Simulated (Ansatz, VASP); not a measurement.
**Two plane-wave programs on CaI**

Contents of INCAR:

```
PREC = Accurate
ENCUT = 520
EDIFF = 1E-6
ISMEAR = 1
SIGMA = 0.1
LREAL = F
LASPH = T
NELM = 80
ALGO = Normal
ISIF = 2
LWAVE = F
LCHARG = T
GGA = PE
LELF = T
LVHAR = T
NBANDS = 16
```

Contents of KPOINTS:

```
regular mesh
0
Gamma
  8 8 6
```

File POSCAR:

```
CaI
1.0
    4.1468200000      0.0000000000      0.0000000000
   -2.0734100000      3.5912520000      0.0000000000
    0.0000000000      0.0000000000      4.5762290000
Ca I
1 1
Direct
    0.0000000000      0.0000000000      0.5000000000
    0.6666666667      0.3333333333      0.0000000000
```

Input for Ansatz:

```yaml
crystal:
  lattice:
    - [4.14682, 0.0, 0.0]
    - [-2.07341, 3.591252, 0.0]
    - [0.0, 0.0, 4.576229]
  atoms:
    - { symbol: Ca, position: [0.0, 0.0, 0.5] }
    - { symbol: I, position: [0.6666666666666666, 0.3333333333333333, 0.0] }
basis:
  ecutwfc: 500.0
kpoints:
  mp_grid:
    grid: [8, 8, 6]
hamiltonian:
  xc: pbe
scf:
  convergence:
    dr2_threshold: 1.0e-09
  occupations:
    method: cold
output:
  stress: true
```

Alike in both runs: task single point; functional PBE; k mesh 8 × 8 × 6; no spin polarisation.

|  | VASP | Ansatz |
| --- | --- | --- |
| version | VASP 6.6.1 | Ansatz 0.2.0 |
| potentials or method | VASP PAW PBE potentials, release 64 (Ca_sv, I), cutoff 520 eV | plane waves, PAW |
| occupations | methfessel-paxton of order 1, width 0.1 eV | cold |
| valence electrons in the cell | 17 | 27 |

```tsv
	VASP	Ansatz	Ansatz less VASP
pressure (GPa)	-0.1	-0.1	-0.01
traceless stress, the component that is largest in VASP (GPa)	0.34	0.40	+0.056
```

VASP's potentials hold 17 valence electrons a cell and Ansatz's 27, so a difference there can come from the potentials and not from the codes. Ansatz's warnings: stress scf threshold loose.

Spin-orbit coupling is off throughout.
